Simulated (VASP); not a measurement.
# OsBr3 (Pm-3m) in VASP: a series of runs

OsBr3 is run at these levels: PBE+U; tasks: single point.

Program: VASP 6.6.1. These are calculated values, not measurements. Logs are shortened: lines on timing, memory, paths and dates and some standing lists are left out, and cuts for length are marked.

### Step 1. The cell of the first run

Symmetry: Pm-3m, No. 221, cubic system. Conventional cell: a = 5.178 Å, b = 5.178 Å, c = 5.178 Å, α = 90.00°, β = 90.00°, γ = 90.00°. Within 3.4 Å of Os (site symmetry m-3m) lie 6 Br at 2.59 Å. Br (site symmetry 4/mmm) has 2 Os at 2.59 Å within 3.4 Å.

### Step 2. Single point, PBE+U, collinear spin

Contents of POSCAR:

```
OsBr3
1.0
    5.1778731248      0.0000000000      0.0000000000
    0.0000000000      5.1778731248      0.0000000000
    0.0000000000      0.0000000000      5.1778731248
Os Br
1 3
Direct
    0.0000000000      0.0000000000      0.0000000000
    0.5000000000      0.0000000000      0.0000000000
    0.0000000000      0.0000000000      0.5000000000
    0.0000000000      0.5000000000      0.0000000000
```

Contents of INCAR.step1:

```
SYSTEM = OsBr3
PREC = Accurate
ENCUT = 520
EDIFF = 1E-6
ISMEAR = 0
SIGMA = 0.05
LREAL = .FALSE.
LASPH = .TRUE.
NELM = 150
ALGO = Normal
ISIF = 2
LWAVE = .FALSE.
LCHARG = .TRUE.
ISPIN = 2
MAGMOM = 2.53 0 0 0
LMAXMIX = 4
LDAU = .TRUE.
LDAUTYPE = 2
LDAUL = 2 -1
LDAUU = 3 0
LDAUJ = 0 0
LDAUPRINT = 1
GGA = PE
NBANDS = 26
```

Contents of KPOINTS.step1:

```
regular mesh
0
G
  6 6 6
  0 0 0
```

Contents of INCAR.step2:

```
SYSTEM = OsBr3
PREC = Accurate
ENCUT = 520
EDIFF = 1E-6
ISMEAR = -5
SIGMA = 0.05
LREAL = .FALSE.
LASPH = .TRUE.
NELM = 150
ALGO = Normal
ISIF = 2
LWAVE = .FALSE.
LCHARG = .FALSE.
ISPIN = 2
MAGMOM = 2.53 0 0 0
LORBIT = 11
LMAXMIX = 4
LDAU = .TRUE.
LDAUTYPE = 2
LDAUL = 2 -1
LDAUU = 3 0
LDAUJ = 0 0
LDAUPRINT = 1
GGA = PE
NBANDS = 26
NEDOS = 1001
ICHARG = 11
```

Contents of KPOINTS.step2:

```
regular mesh
0
G
  9 9 9
  0 0 0
```

Potentials or basis: VASP PAW PBE potentials, release 64 (Os, Br).

Started as:

```
> cat potpaw_PBE.64/Os/POTCAR potpaw_PBE.64/Br/POTCAR > POTCAR
> cp INCAR.step1 INCAR
> cp KPOINTS.step1 KPOINTS
> mpirun -np 1 vasp_std > vasp.out
> cp INCAR.step2 INCAR
> cp KPOINTS.step2 KPOINTS
> mpirun -np 1 vasp_std > vasp.out
```

OUTCAR:

```text
SYSTEM = OsBr3
   PREC = Accurate
   ENCUT = 520
   EDIFF = 1E-6
   ISMEAR = -5
   LREAL = .FALSE.
   LASPH = .TRUE.
   NELM = 150
   ISIF = 2
   ISPIN = 2
   LORBIT = 11
   GGA = PE
   ICHARG = 11

 ion  position               nearest neighbor table
   1  0.000  0.000  0.000-   2 2.59   3 2.59   4 2.59   3 2.59   4 2.59   2 2.59
   2  0.500  0.000  0.000-   1 2.59   1 2.59
   3  0.000  0.000  0.500-   1 2.59   1 2.59
   4  0.000  0.500  0.000-   1 2.59   1 2.59

  LATTYP: Found a simple cubic cell.
 ALAT       =     5.1778731248

  Lattice vectors:

 A1 = (   5.1778731248,   0.0000000000,   0.0000000000)
 A2 = (   0.0000000000,   5.1778731248,   0.0000000000)
 A3 = (   0.0000000000,   0.0000000000,   5.1778731248)

Analysis of symmetry for initial positions (statically):
=====================================================================
 Subroutine PRICEL returns:
 Original cell was already a primitive cell.

 Routine SETGRP: Setting up the symmetry group for a
 simple cubic supercell.

 Subroutine GETGRP returns: Found 48 space group operations
 (whereof 48 operations were pure point group operations)
 out of a pool of 48 trial point group operations.

The static configuration has the point symmetry O_h .

Analysis of symmetry for dynamics (positions and initial velocities):
=====================================================================
 Subroutine PRICEL returns:
 Original cell was already a primitive cell.

 Routine SETGRP: Setting up the symmetry group for a
 simple cubic supercell.

 Subroutine GETGRP returns: Found 48 space group operations
 (whereof 48 operations were pure point group operations)
 out of a pool of 48 trial point group operations.

The dynamic configuration has the point symmetry O_h .

Analysis of structural, dynamic, and magnetic symmetry:
=====================================================================
 Subroutine PRICEL returns:
 Original cell was already a primitive cell.

 Routine SETGRP: Setting up the symmetry group for a
 simple cubic supercell.

[... 178 lines left out ...]
  o =  0.2997  v =  0.0000  0.0000  0.0000  0.0000  0.0000  0.0000 -0.1206 -0.0000 -0.9927 -0.0000      0.0000  0.0000  0.0000  0.0000  0.0000  0.0000  0.0000  0.0000  0.0000  0.0000
  o =  0.8818  v =  0.0000 -0.0000  1.0000 -0.0000 -0.0000  0.0000  0.0000  0.0000  0.0000  0.0000      0.0000  0.0000  0.0000  0.0000  0.0000  0.0000  0.0000  0.0000  0.0000  0.0000
  o =  0.8818  v =  0.0000 -0.0000  0.0000  0.0000  1.0000  0.0000  0.0000  0.0000  0.0000  0.0000      0.0000  0.0000  0.0000  0.0000  0.0000  0.0000  0.0000  0.0000  0.0000  0.0000
  o =  1.0142  v =  1.0000  0.0000  0.0000  0.0000  0.0000  0.0000  0.0000  0.0000  0.0000  0.0000      0.0000  0.0000  0.0000  0.0000  0.0000  0.0000  0.0000  0.0000  0.0000  0.0000
  o =  1.0142  v =  0.0000 -0.9822 -0.0000  0.1877 -0.0000  0.0000  0.0000  0.0000  0.0000  0.0000      0.0000  0.0000  0.0000  0.0000  0.0000  0.0000  0.0000  0.0000  0.0000  0.0000
  o =  1.0142  v =  0.0000  0.1877  0.0000  0.9822  0.0000  0.0000  0.0000  0.0000  0.0000  0.0000      0.0000  0.0000  0.0000  0.0000  0.0000  0.0000  0.0000  0.0000  0.0000  0.0000

 number of electron      29.0000006 magnetization       3.7497433

 Free energy of the ion-electron system (eV)
  ---------------------------------------------------
  ext. energy  EPLUGINS =         0.00000000
  ---------------------------------------------------
  free energy    TOTEN  =       -12.09297244 eV

  energy without entropy =      -12.09297244  energy(sigma->0) =      -12.09297244

 E-fermi :   0.5372     XC(G=0):  -7.6448

 val. band max:        0.5503860559   @ k =   0.2222   0.2222   0.2222
 cond. band min:       0.4987486430   @ k =   0.2222   0.2222   0.1111
 fundamental gap:     -0.0516374129
 Fermi energy:         0.5371969982

 spin component 1

 k-point     1 :       0.0000    0.0000    0.0000
  band No.  band energies     occupation
      1     -15.2295      1.00000
      2     -14.5132      1.00000
      3     -14.5132      1.00000
      4      -4.1895      1.00000
      5      -4.1895      1.00000
      6      -4.1895      1.00000
[... 1385 lines left out ...]
     25       9.3515      0.00000
     26      10.6236      0.00000

 [... further k-points ...]

------------------------ aborting loop because EDIFF is reached ----------------------------------------

  FORCE on cell =-STRESS in cart. coord.  units (eV):
  Direction    XX          YY          ZZ          XY          YZ          ZX
  --------------------------------------------------------------------------------------
  -------------------------------------------------------------------------------------
  Total        0.7414420      0.7414420      0.7414420      0.0000000      0.0000000     -0.0000000
  in kB        8.5572367      8.5572367      8.5572367      0.0000000      0.0000000     -0.0000000
  external PRESSURE =       8.5572367 kB  Pullay stress =       0.0000000 kB

 VOLUME and BASIS-vectors are now :
 -----------------------------------------------------------------------------
  energy-cutoff  :      520.00
  volume of cell :      138.82
      direct lattice vectors                 reciprocal lattice vectors
     5.177873125  0.000000000  0.000000000     0.193129491  0.000000000  0.000000000
     0.000000000  5.177873125  0.000000000     0.000000000  0.193129491  0.000000000
     0.000000000  0.000000000  5.177873125     0.000000000  0.000000000  0.193129491

 POSITION                                       TOTAL-FORCE (eV/Angst)
 -----------------------------------------------------------------------------------
      0.00000      0.00000      0.00000         0.000000      0.000000      0.000000
      2.58894      0.00000      0.00000         0.000000      0.000000      0.000000
      0.00000      0.00000      2.58894         0.000000      0.000000      0.000000
      0.00000      2.58894      0.00000         0.000000      0.000000      0.000000
 -----------------------------------------------------------------------------------
    total drift:                                0.000000      0.000000     -0.000000

  FREE ENERGIE OF THE ION-ELECTRON SYSTEM (eV)
  ---------------------------------------------------
  free  energy   TOTEN  =       -12.0929724431 eV

  energy  without entropy=      -12.0929724431  energy(sigma->0) =      -12.09297244

 total charge

# of ion       s       p       d       tot
------------------------------------------
    1        0.472   0.402   6.103   6.977
    2        1.613   3.204   0.032   4.849
    3        1.613   3.204   0.032   4.849
    4        1.613   3.204   0.032   4.849
--------------------------------------------------
tot          5.312  10.014   6.199  21.525

 magnetization (x)

# of ion       s       p       d       tot
------------------------------------------
    1        0.093   0.044   3.373   3.509
    2        0.020   0.101   0.010   0.131
    3        0.020   0.101   0.010   0.131
    4        0.020   0.101   0.010   0.131
--------------------------------------------------
tot          0.151   0.347   3.404   3.902
```

OUTCAR.step1:

```text
SYSTEM = OsBr3
   PREC = Accurate
   ENCUT = 520
   EDIFF = 1E-6
   ISMEAR = 0
   LREAL = .FALSE.
[... 1440 lines left out ...]
      2.58894      0.00000      0.00000         0.000000      0.000000      0.000000
      0.00000      0.00000      2.58894         0.000000      0.000000      0.000000
      0.00000      2.58894      0.00000         0.000000      0.000000      0.000000
 -----------------------------------------------------------------------------------
    total drift:                                0.000000      0.000000     -0.000000

  FREE ENERGIE OF THE ION-ELECTRON SYSTEM (eV)
  ---------------------------------------------------
  free  energy   TOTEN  =       -12.1350478537 eV

  energy  without entropy=      -12.1315775670  energy(sigma->0) =      -12.13331271
```

Run time: 2.4 min. Hardware: 1 thread of Intel Xeon Platinum 8488C (Sapphire Rapids), shared host; peak memory 0.39 GiB.

What came out:

| Quantity | Value |
| --- | --- |
| Net moment | 3.75 μB per cell |
| Site moments | Os +3.51; Br +0.13 μB |
| Valence electrons inside the program's atomic spheres | Os 6.98; Br 4.85 |

Eigenvalues of the final occupation matrices:
```tsv
site	spin	trace	eigenvalues
site 1 d	1	4.81	0.88 0.88 1.01 1.01 1.01
site 1 d	2	1.35	0.22 0.22 0.30 0.30 0.30
```

Caveat: spin-orbit coupling is left out, which moves the levels of the heavy elements; tetrahedron occupations give inexact forces and stress in metals.

### Step 3. Single point, PBE+U, collinear spin (33.32 Å³/atom)

This run uses another cell than the first one, of 33.32 Å³/atom.

Contents of INCAR:

```
PREC = Accurate
ENCUT = 520
EDIFF = 1E-6
ISMEAR = 0
SIGMA = 0.05
LREAL = F
LASPH = T
NELM = 150
ALGO = Normal
ISIF = 2
LWAVE = F
LCHARG = F
ISPIN = 2
MAGMOM = 2.23 0.16 0.16 0.16
LORBIT = 11
LMAXMIX = 4
LDAU = T
LDAUTYPE = 2
LDAUL = 2 -1
LDAUU = 2 0
LDAUJ = 0 0
LDAUPRINT = 1
GGA = PE
NBANDS = 26
```

Contents of KPOINTS:

```
regular mesh
0
Gamma
  6 6 6
```

Contents of POSCAR:

```
OsBr3
1.0
    5.1078932879      0.0000000000      0.0000000000
    0.0000000000      5.1078932879      0.0000000000
    0.0000000000      0.0000000000      5.1078932879
Os Br
1 3
Direct
    0.0000000000      0.0000000000      0.0000000000
    0.5000000000      0.0000000000      0.0000000000
    0.0000000000      0.0000000000      0.5000000000
    0.0000000000      0.5000000000      0.0000000000
```

Potentials or basis: VASP PAW PBE potentials, release 64 (Os, Br).

Started as:

```
> cat potpaw_PBE.64/Os/POTCAR potpaw_PBE.64/Br/POTCAR > POTCAR
> mpirun -np 1 vasp_std > vasp.out
```

It took 3.6 min on 1 thread of Intel Xeon 8259CL, shared host; peak memory 0.34 GiB.

It converged, with:

```
Free energy                                           : -12.7726 eV
Pressure                                              : 1.4 GPa
Net moment                                            : 3.09 μB per cell
Site moments                                          : Os +2.68; Br +0.14 μB
Valence electrons inside the program's atomic spheres : Os 6.91; Br 4.86
```

Levels at points of the mesh, in eV from the Fermi level:
Spin up:
```csv
k point,band 13,band 14,band 15,band 16,band 17,band 18,band 19,band 20
"(0.00, 0.00, 0.00)",-2.24,-2.24,-1.97,-1.97,-1.97,0.59,4.37,7.14
"(0.50, 0.00, 0.00)",-2.07,-2.07,-1.18,-1.18,-1.03,5.61,6.18,6.50
"(0.50, 0.50, 0.00)",-1.31,-1.31,-1.17,-1.17,3.14,6.62,6.62,6.93
"(0.50, 0.50, 0.50)",-1.29,-1.29,-1.29,3.15,3.15,5.10,5.47,5.47
```
Spin down:
```
           k point  band 10  band 11  band 12  band 13  band 14  band 15
(0.00, 0.00, 0.00)    -1.81    -1.81    -1.81    -1.09    -1.09    -1.09
(0.50, 0.00, 0.00)    -2.22    -1.88    -1.88    -1.07    -0.23     0.54
(0.50, 0.50, 0.00)    -2.58    -2.58    -1.08     0.07     0.57     0.57
(0.50, 0.50, 0.50)    -1.07    -1.07    -1.07     0.90     0.90     0.90
```

Eigenvalues of the final occupation matrices:
```
    site  spin  trace               eigenvalues
site 1 d     1   4.35  0.74 0.74 0.95 0.95 0.95
site 1 d     2   1.74  0.35 0.35 0.35 0.35 0.35
```

Caveat: spin-orbit coupling is left out, which moves the levels of the heavy elements.

### Step 4. Single point, PBE+U, collinear spin (33.79 Å³/atom)

This run uses another cell than the first one, of 33.79 Å³/atom.

Contents of INCAR:

```
PREC = Accurate
ENCUT = 520
EDIFF = 1E-7
ISMEAR = 0
SIGMA = 0.05
LREAL = False
LASPH = True
NELM = 150
ALGO = Normal
ISIF = 2
LWAVE = False
LCHARG = True
ISPIN = 2
MAGMOM = 1.91 0.14 0.14 0.14
LORBIT = 11
LMAXMIX = 4
LDAU = True
LDAUTYPE = 2
LDAUL = 2 -1
LDAUU = 2 0
LDAUJ = 0 0
LDAUPRINT = 1
GGA = PE
LELF = True
LVHAR = True
NBANDS = 26
```

Contents of KPOINTS:

```
Automatic mesh
0
Gamma
  6 6 6
```

Contents of POSCAR:

```
OsBr3
1.0
    5.1318654508      0.0000000000      0.0000000000
    0.0000000000      5.1318654508      0.0000000000
    0.0000000000      0.0000000000      5.1318654508
Os Br
1 3
Direct
    0.0000000000      0.0000000000      0.0000000000
    0.5000000000      0.0000000000      0.0000000000
    0.0000000000      0.0000000000      0.5000000000
    0.0000000000      0.5000000000      0.0000000000
```

Started as:

```
> cat potpaw_PBE.64/Os/POTCAR potpaw_PBE.64/Br/POTCAR > POTCAR
> mpirun -np 1 vasp_std > vasp.out
```

Wall time 5.2 min (1 thread of Intel Xeon 8259CL, shared host); peak memory 0.34 GiB.

It converged, with:

```yaml
Free_energy: -12.7930 eV
Pressure: 1.2 GPa
Net_moment: 3.38 μB per cell
Site_moments: Os +2.93; Br +0.15 μB
Valence_electrons_inside_the_program's_atomic_spheres: Os 6.87; Br 4.86
```

Levels at points of the mesh, in eV from the Fermi level:
Spin up:
```
           k point  band 12  band 13  band 14  band 15  band 16  band 17  band 18  band 19  band 20  band 21
(0.00, 0.00, 0.00)    -2.17    -2.17    -2.17    -1.92    -1.92    -1.92     0.47     4.44     7.20     7.20
(0.50, 0.00, 0.00)    -2.36    -2.01    -2.01    -1.22    -1.21    -1.21     5.41     6.23     6.54     8.42
(0.50, 0.50, 0.00)    -2.05    -1.37    -1.27    -1.20    -1.20     2.91     6.58     6.58     6.98     7.27
(0.50, 0.50, 0.50)    -1.34    -1.26    -1.26    -1.26     2.92     2.92     5.19     5.44     5.44     5.44
```
Spin down:
```
           k point  band 8  band 9  band 10  band 11  band 12  band 13  band 14  band 15  band 16  band 17
(0.00, 0.00, 0.00)   -1.95   -1.95    -1.74    -1.74    -1.74    -1.05    -1.05    -1.05    -0.03    -0.03
(0.50, 0.00, 0.00)   -3.20   -2.86    -2.14    -1.81    -1.81    -1.04    -0.03     0.57     0.57     0.65
(0.50, 0.50, 0.00)   -3.17   -3.17    -2.50    -2.50    -1.03     0.24     0.57     0.57     0.87     4.57
(0.50, 0.50, 0.50)   -4.29   -4.29    -1.02    -1.02    -1.02     0.88     0.88     0.88     4.58     4.58
```

Eigenvalues of the final occupation matrices:
```
    site  spin  trace               eigenvalues
site 1 d     1   4.44  0.79 0.79 0.96 0.96 0.96
site 1 d     2   1.61  0.28 0.28 0.35 0.35 0.35
```

Caveat: spin-orbit coupling is left out, which moves the levels of the heavy elements.

### Step 5. Summary

| U | cell | k mesh for the DOS | occupations for the DOS | gap on the mesh (eV) | pressure (GPa) | moment (μB) |
| --- | --- | --- | --- | --- | --- | --- |
| Os d U = 3.0 eV | a = 5.178 Å, 4 atoms | 9 × 9 × 9 | tetrahedron | - | - | 3.75 |
| Os d U = 2.0 eV | a = 5.108 Å, 4 atoms | - | - | none | 1.4 | 3.09 |
| Os d U = 2.0 eV | a = 5.132 Å, 4 atoms | - | - | none | 1.2 | 3.38 |

Alike in all rows: task single point; level PBE+U; potentials or basis VASP PAW PBE potentials, release 64 (Os, Br); spin collinear; k mesh 6 × 6 × 6; cutoff (eV) 520; smearing gaussian 0.05 eV.

Caveats: spin-orbit coupling is left out, which moves the levels of the heavy elements; tetrahedron occupations give inexact forces and stress in metals (at least some runs).

Total energies depend on the potentials used, so only differences within one code and one set of settings carry meaning.
